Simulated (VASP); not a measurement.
# WC (Fm-3m) in VASP: further runs

Runs on WC. Level: PBEsol+U. Tasks: single point.

Everything below comes from runs of VASP 6.6.1. Logs are shortened: lines on timing, memory, paths and dates and some standing lists are left out, and cuts for length are marked.

## (1) The cell of the first run

Symmetry: Fm-3m, No. 225, cubic system. The conventional cell has a = 4.345 Å, b = 4.345 Å, c = 4.345 Å, α = 90.00°, β = 90.00°, γ = 90.00°. W (site symmetry m-3m) has 6 C at 2.17 Å within 2.9 Å. Within 2.9 Å of C (site symmetry m-3m) lie 6 W at 2.17 Å.

## (2) Single point, PBEsol+U

The input, INCAR:

```
PREC = Accurate
ENCUT = 520
EDIFF = 1E-7
ISMEAR = -1
SIGMA = 0.05
LREAL = False
LASPH = True
NELM = 150
ALGO = Normal
ISIF = 2
LWAVE = False
LCHARG = False
LMAXMIX = 4
LDAU = True
LDAUTYPE = 2
LDAUL = 2 -1
LDAUU = 1 0
LDAUJ = 0 0
LDAUPRINT = 1
GGA = PS
NBANDS = 16
```

The input, KPOINTS:

```
Automatic mesh
0
Gamma
  10 10 10
```

The input, POSCAR:

```
WC
1.0
    0.0000000000      2.1726366333      2.1726366333
    2.1726366333      0.0000000000      2.1726366333
    2.1726366333      2.1726366333      0.0000000000
W C
1 1
Direct
    0.0000000000      0.0000000000      0.0000000000
    0.5000000000      0.5000000000      0.5000000000
```

Potentials or basis: VASP PAW PBE potentials, release 64 (W_sv, C).

Command:

```bash
cat potpaw_PBE.64/W_sv/POTCAR potpaw_PBE.64/C/POTCAR > POTCAR
mpirun -np 1 vasp_std > vasp.out
```

OUTCAR:

```text
PREC = Accurate
   ENCUT = 520
   EDIFF = 1E-7
   ISMEAR = -1
   LREAL = False
   LASPH = True
   NELM = 150
   ISIF = 2
   GGA = PS

 ion  position               nearest neighbor table
   1  0.000  0.000  0.000-   2 2.17   2 2.17   2 2.17   2 2.17   2 2.17   2 2.17
   2  0.500  0.500  0.500-   1 2.17   1 2.17   1 2.17   1 2.17   1 2.17   1 2.17

  LATTYP: Found a face centered cubic cell.
 ALAT       =     4.3452732666

  Lattice vectors:

 A1 = (   0.0000000000,   2.1726366333,   2.1726366333)
 A2 = (   2.1726366333,   0.0000000000,   2.1726366333)
 A3 = (   2.1726366333,   2.1726366333,   0.0000000000)

Analysis of symmetry for initial positions (statically):
=====================================================================
 Subroutine PRICEL returns:
 Original cell was already a primitive cell.

 Routine SETGRP: Setting up the symmetry group for a
 face centered cubic supercell.

 Subroutine GETGRP returns: Found 48 space group operations
 (whereof 48 operations were pure point group operations)
 out of a pool of 48 trial point group operations.

The static configuration has the point symmetry O_h .

Analysis of symmetry for dynamics (positions and initial velocities):
=====================================================================
 Subroutine PRICEL returns:
 Original cell was already a primitive cell.

 Routine SETGRP: Setting up the symmetry group for a
 face centered cubic supercell.

 Subroutine GETGRP returns: Found 48 space group operations
 (whereof 48 operations were pure point group operations)
 out of a pool of 48 trial point group operations.

The dynamic configuration has the point symmetry O_h .

 Subroutine INISYM returns: Found 48 space group operations
 (whereof 48 operations are pure point group operations),
 and found     1 'primitive' translations

----------------------------------------------------------------------------------------

                                     Primitive cell

  volume of cell :      20.5112

  direct lattice vectors                    reciprocal lattice vectors
     0.000000000  2.172636633  2.172636633    -0.230135124  0.230135124  0.230135124
     2.172636633  0.000000000  2.172636633     0.230135124 -0.230135124  0.230135124
     2.172636633  2.172636633  0.000000000     0.230135124  0.230135124 -0.230135124

  length of vectors
     3.072572193  3.072572193  3.072572193     0.398605727  0.398605727  0.398605727

  position of ions in fractional coordinates (direct lattice)
     0.000000000  0.000000000  0.000000000
     0.500000000  0.500000000  0.500000000

  ion indices of the primitive-cell ions
   primitive index   ion index
                 1           1
                 2           2

----------------------------------------------------------------------------------------

 KPOINTS: Automatic mesh

Automatic generation of k-mesh.
 Grid dimensions read from file:
 generate k-points for:   10   10   10

 Generating k-lattice:

  Cartesian coordinates                     Fractional coordinates (reciprocal lattice)
    -0.023013512  0.023013512  0.023013512     0.100000000  0.000000000  0.000000000
     0.023013512 -0.023013512  0.023013512     0.000000000  0.100000000  0.000000000
     0.023013512  0.023013512 -0.023013512     0.000000000  0.000000000  0.100000000

  Length of vectors
     0.039860573  0.039860573  0.039860573

  Shift w.r.t. Gamma in fractional coordinates (k-lattice)
     0.000000000  0.000000000  0.000000000

 Subroutine IBZKPT returns following result:
 ===========================================

 Found     47 irreducible k-points:

 Following reciprocal coordinates:
            Coordinates               Weight
  0.000000  0.000000  0.000000      1.000000
  0.100000  0.000000  0.000000      8.000000
  0.200000  0.000000  0.000000      8.000000
  0.300000  0.000000  0.000000      8.000000
  0.400000  0.000000  0.000000      8.000000
  0.500000  0.000000  0.000000      4.000000
[... 16 lines left out ...]
  0.300000  0.300000  0.000000      6.000000
  0.400000  0.300000  0.000000     24.000000
 [... further k-points ...]
   k-points           NKPTS =     47   k-points in BZ     NKDIM =     47   number of bands    NBANDS=     16
   number of dos      NEDOS =    301   number of ions     NIONS =      2
   total plane-waves  NPLWV =  13824
   dimension x,y,z NGX =    24 NGY =   24 NGZ =   24
   dimension x,y,z NGXF=    48 NGYF=   48 NGZF=   48
   ions per type =               1   1
   NGX,Y,Z   is equivalent  to a cutoff of  12.99, 12.99, 12.99 a.u.
   NGXF,Y,Z  is equivalent  to a cutoff of  25.97, 25.97, 25.97 a.u.
 SYSTEM =  unknown system
   PREC   = accura    normal or accurate (medium, high low for compatibility)
   ISTART =      0    job   : 0-new  1-cont  2-samecut
   ICHARG =      2    charge: 1-file 2-atom 10-const
   ISPIN  =      1    spin polarized calculation?
   LNONCOLLINEAR =      F non collinear calculations
   LSORBIT =      F    spin-orbit coupling
   LASPH  =      T    aspherical Exc in radial PAW
   ENCUT  =  520.0 eV  38.22 Ry    6.18 a.u.   5.71  5.71  5.71*2*pi/ulx,y,z
   NELM   =    150;   NELMIN=  2; NELMDL= -5     # of ELM steps
   EDIFF  = 0.1E-06   stopping-criterion for ELM
   LREAL  =      F    real-space projection
   EDIFFG = 0.1E-05   stopping-criterion for IOM
   NSW    =      0    number of steps for IOM
   IBRION =     -1    ionic relax: 0-MD 1-quasi-New 2-CG
   NFREE  =      0    steps in history (QN), initial steepest desc. (CG)
   ISIF   =      2    stress and relaxation
   ISYM   =      2    0-nonsym 1-usesym 2-fastsym
   POTIM  = 0.5000    time-step for ionic-motion
   TEBEG  =    0.0;   TEEND  =   0.0 temperature during run
   PSTRESS=    0.0 pullay stress
   NELECT =      18.0000    total number of electrons
   NUPDOWN=      -1.0000    fix difference up-down
   EMIN   =  10.00;   EMAX   =-10.00  energy-range for DOS
   EFERMI =   0.00;   METHOD = LEGACY
   ISMEAR =    -1;   SIGMA  =   0.05  broadening in eV -4-tet -1-fermi 0-gaus
   EFERMI_NEDOS =   21; number of points for ismear=-14 and -15
   IALGO  =     38    algorithm
   IMIX   =      4    mixing-type and parameters
     AMIX     =   0.40;   BMIX     =  1.00
     AMIX_MAG =   1.60;   BMIX_MAG =  1.00
  volume/ion in A,a.u.               =      10.26        69.21
  Fermi-wavevector in a.u.,A,eV,Ry     =   1.567359  2.961880 33.424279  2.456615
  Thomas-Fermi vector in A             =   2.669551
   LORBIT       =      0    0 simple, 1 ext, 2 COOP (PROOUT), +10 PAW based schemes
 LDA+U is selected, type is set to LDAUTYPE =  2
   angular momentum for each species LDAUL =     2   -1
   U (eV)           for each species LDAUU =   1.0  0.0
   J (eV)           for each species LDAUJ =   0.0  0.0
   GGA     = PS    functional components
   LHFCALC =     F    Hartree Fock is set to
   AEXX    =    0.0000 exact exchange contribution
   IVDW    =     0    specifies the selected vdW correction
   LEPSILON=     F    determine dielectric tensor
   LRPA    =     F    only Hartree local field effects (RPA)
 non-spin polarized calculation
  energy-cutoff  :      520.00
  volume of cell :       20.51
 maximum number of plane-waves:       568
   NGX = 11   NGY = 11   NGZ = 11

atom =   1  type =  1  l = 2

 onsite density matrix

spin component  1

  0.3428 -0.0000 -0.0000 -0.0000 -0.0000
 -0.0000  0.3428 -0.0000 -0.0000  0.0000
 -0.0000 -0.0000  0.3560  0.0000  0.0000
 -0.0000 -0.0000  0.0000  0.3428  0.0000
 -0.0000  0.0000  0.0000  0.0000  0.3560

spin component  2

  0.3428 -0.0000 -0.0000 -0.0000 -0.0000
 -0.0000  0.3428 -0.0000 -0.0000  0.0000
 -0.0000 -0.0000  0.3560  0.0000  0.0000
 -0.0000 -0.0000  0.0000  0.3428  0.0000
 -0.0000  0.0000  0.0000  0.0000  0.3560

 occupancies and eigenvectors

  o =  0.3428  v =  0.0000  0.9903  0.0000  0.1391 -0.0000  0.0000  0.0000  0.0000  0.0000  0.0000      0.0000  0.0000  0.0000  0.0000  0.0000  0.0000  0.0000  0.0000  0.0000  0.0000
  o =  0.3428  v =  0.0000  0.0000  0.0000  0.0000  0.0000  0.0000  0.9903  0.0000  0.1391 -0.0000      0.0000  0.0000  0.0000  0.0000  0.0000  0.0000  0.0000  0.0000  0.0000  0.0000
  o =  0.3428  v =  0.0000  0.0000  0.0000  0.0000  0.0000  0.0000  0.1391  0.0000 -0.9903 -0.0000      0.0000  0.0000  0.0000  0.0000  0.0000  0.0000  0.0000  0.0000  0.0000  0.0000
  o =  0.3428  v =  0.0000  0.1391  0.0000 -0.9903 -0.0000  0.0000  0.0000  0.0000  0.0000  0.0000      0.0000  0.0000  0.0000  0.0000  0.0000  0.0000  0.0000  0.0000  0.0000  0.0000
  o =  0.3428  v =  0.0000  0.0000  0.0000  0.0000  0.0000  1.0000  0.0000  0.0000  0.0000  0.0000      0.0000  0.0000  0.0000  0.0000  0.0000  0.0000  0.0000  0.0000  0.0000  0.0000
  o =  0.3428  v =  1.0000  0.0000  0.0000  0.0000  0.0000  0.0000  0.0000  0.0000  0.0000  0.0000      0.0000  0.0000  0.0000  0.0000  0.0000  0.0000  0.0000  0.0000  0.0000  0.0000
  o =  0.3560  v =  0.0000 -0.0000  0.0372  0.0000 -0.9993  0.0000  0.0000  0.0000  0.0000  0.0000      0.0000  0.0000  0.0000  0.0000  0.0000  0.0000  0.0000  0.0000  0.0000  0.0000
  o =  0.3560  v =  0.0000  0.0000  0.0000  0.0000  0.0000  0.0000 -0.0000  0.0372  0.0000 -0.9993      0.0000  0.0000  0.0000  0.0000  0.0000  0.0000  0.0000  0.0000  0.0000  0.0000
  o =  0.3560  v =  0.0000  0.0000  0.0000  0.0000  0.0000  0.0000  0.0000 -0.9993 -0.0000 -0.0372      0.0000  0.0000  0.0000  0.0000  0.0000  0.0000  0.0000  0.0000  0.0000  0.0000
  o =  0.3560  v =  0.0000  0.0000 -0.9993 -0.0000 -0.0372  0.0000  0.0000  0.0000  0.0000  0.0000      0.0000  0.0000  0.0000  0.0000  0.0000  0.0000  0.0000  0.0000  0.0000  0.0000

 number of electron      18.0000000 magnetization

 Free energy of the ion-electron system (eV)
  ---------------------------------------------------
  ext. energy  EPLUGINS =         0.00000000
  ---------------------------------------------------
  free energy    TOTEN  =       -21.87855875 eV

  energy without entropy =      -21.87220274  energy(sigma->0) =      -21.87538075

 E-fermi :  12.8169     XC(G=0): -13.9971

 val. band max:       12.7299404260   @ k =   0.3000   0.2000   0.1000
 cond. band min:      12.8253782154   @ k =  -0.1000   0.1000   0.0000
 fundamental gap:      0.0954377894
 Fermi energy:        12.8169484682

 k-point     1 :       0.0000    0.0000    0.0000
  band No.  band energies     occupation
      1     -62.7344      2.00000
      2     -26.7230      2.00000
      3     -26.7230      2.00000
      4     -26.7230      2.00000
      5      -3.3264      2.00000
      6       9.9104      2.00000
[... 8 lines left out ...]
     15      22.2708      0.00000
     16      36.4846      0.00000
[... 419 lines left out ...]
 k-point    24 :       0.4000    0.3000    0.0000
  band No.  band energies     occupation
      1     -62.6889      2.00000
      2     -27.2028      2.00000
      3     -26.9198      2.00000
      4     -26.8999      2.00000
      5      -0.7781      2.00000
      6       5.5043      2.00000
[... 8 lines left out ...]
     15      24.6570      0.00000
     16      28.3848      0.00000

 [... further k-points ...]
[... 5 lines left out ...]
  --------------------------------------------------------------------------------------
  -------------------------------------------------------------------------------------
  Total        0.3703552      0.3703552      0.3703552      0.0000000     -0.0000000      0.0000000
  in kB       28.9292864     28.9292864     28.9292864      0.0000000     -0.0000000      0.0000000
  external PRESSURE =      28.9292864 kB  Pullay stress =       0.0000000 kB

 VOLUME and BASIS-vectors are now :
 -----------------------------------------------------------------------------
  energy-cutoff  :      520.00
  volume of cell :       20.51
      direct lattice vectors                 reciprocal lattice vectors
     0.000000000  2.172636633  2.172636633    -0.230135124  0.230135124  0.230135124
     2.172636633  0.000000000  2.172636633     0.230135124 -0.230135124  0.230135124
     2.172636633  2.172636633  0.000000000     0.230135124  0.230135124 -0.230135124

 POSITION                                       TOTAL-FORCE (eV/Angst)
 -----------------------------------------------------------------------------------
      0.00000      0.00000      0.00000         0.000000      0.000000      0.000000
      2.17264      2.17264      2.17264         0.000000      0.000000     -0.000000
 -----------------------------------------------------------------------------------
    total drift:                                0.000000     -0.000000     -0.000000

  FREE ENERGIE OF THE ION-ELECTRON SYSTEM (eV)
  ---------------------------------------------------
  free  energy   TOTEN  =       -21.8785587504 eV

  energy  without entropy=      -21.8722027436  energy(sigma->0) =      -21.87538075
```

Run time: 8.4 s. Hardware: 1 thread of AMD EPYC 9R45 (Zen 5), shared host; peak memory 0.12 GiB.

Results:

- Free energy: -21.8786 eV
- Pressure: 2.9 GPa
- Band gap on the k mesh: zero (band 9 reaches 13.89 eV, above the bottom of band 10 at 10.55 eV)

Levels at points of the mesh, in eV from the Fermi level:
| k point | band 7 | band 8 | band 9 | band 10 | band 11 | band 12 |
| --- | --- | --- | --- | --- | --- | --- |
| (0.00, 0.00, 0.00) | -2.91 | -2.91 | -1.18 | -1.18 | -1.18 | -1.04 |
| (0.50, 0.00, 0.00) | -6.84 | -6.84 | 1.07 | 1.07 | 2.39 | 4.81 |
| (0.50, 0.50, 0.00) | -5.78 | -2.63 | -2.63 | 0.86 | 2.37 | 2.37 |

Eigenvalues of the final occupation matrices:
```tsv
site	spin	trace	eigenvalues
site 1 d	1	1.74	0.34 0.34 0.34 0.36 0.36
site 1 d	2	1.74	0.34 0.34 0.34 0.36 0.36
```

Caveat: the PAW data sets were made with another functional, which shifts forces and pressure a little; spin-orbit coupling is left out, which moves the levels of the heavy elements; U without spin polarisation on a metal has little footing; the U is typed as a test and isn't derived for this compound.

## (3) Single point, PBEsol+U

The input, INCAR:

```
SYSTEM = WC
ALGO = Normal
EDIFF = 1E-6
ENCUT = 520
GGA = PS
ISIF = 2
ISMEAR = -1
LASPH = .TRUE.
LCHARG = .FALSE.
LDAU = .TRUE.
LDAUJ = 0 0
LDAUL = 2 -1
LDAUPRINT = 1
LDAUTYPE = 2
LDAUU = 2 0
LMAXMIX = 4
LREAL = .FALSE.
LWAVE = .FALSE.
NBANDS = 16
NELM = 150
PREC = Accurate
SIGMA = 0.05
```

The input, KPOINTS:

```
k-points
0
G
  10 10 10
  0 0 0
```

The input, POSCAR:

```
WC
1.0
    0.0000000000      2.1728953809      2.1728953809
    2.1728953809      0.0000000000      2.1728953809
    2.1728953809      2.1728953809      0.0000000000
W C
1 1
Direct
    0.0000000000      0.0000000000      0.0000000000
    0.5000000000      0.5000000000      0.5000000000
```

Potentials or basis: VASP PAW PBE potentials, release 64 (W_sv, C).

Command:

```bash
cat potpaw_PBE.64/W_sv/POTCAR potpaw_PBE.64/C/POTCAR > POTCAR
mpirun -np 1 vasp_std > vasp.out
```

Wall time 7.8 s (1 thread of AMD EPYC 9R45 (Zen 5), shared host); peak memory 0.12 GiB.

The run converged. Its results:

* Free energy: -20.7464 eV
* Pressure: 4.7 GPa
* Band gap on the k mesh: zero (band 9 reaches 13.99 eV, above the bottom of band 10 at 10.64 eV)

Levels at points of the mesh, in eV from the Fermi level:
```
           k point  band 7  band 8  band 9  band 10  band 11  band 12
(0.00, 0.00, 0.00)   -2.89   -2.89   -1.23    -1.23    -1.23    -1.03
(0.50, 0.00, 0.00)   -6.84   -6.84    1.09     1.09     2.38     4.73
(0.50, 0.50, 0.00)   -5.85   -2.69   -2.69     0.88     2.39     2.39
```

Eigenvalues of the final occupation matrices:
| site | spin | trace | eigenvalues |
| --- | --- | --- | --- |
| site 1 d | 1 | 1.73 | 0.34 0.34 0.34 0.35 0.35 |
| site 1 d | 2 | 1.73 | 0.34 0.34 0.34 0.35 0.35 |

Caveat: the PAW data sets were made with another functional, which shifts forces and pressure a little; spin-orbit coupling is left out, which moves the levels of the heavy elements; U without spin polarisation on a metal has little footing; the U is typed as a test and isn't derived for this compound.
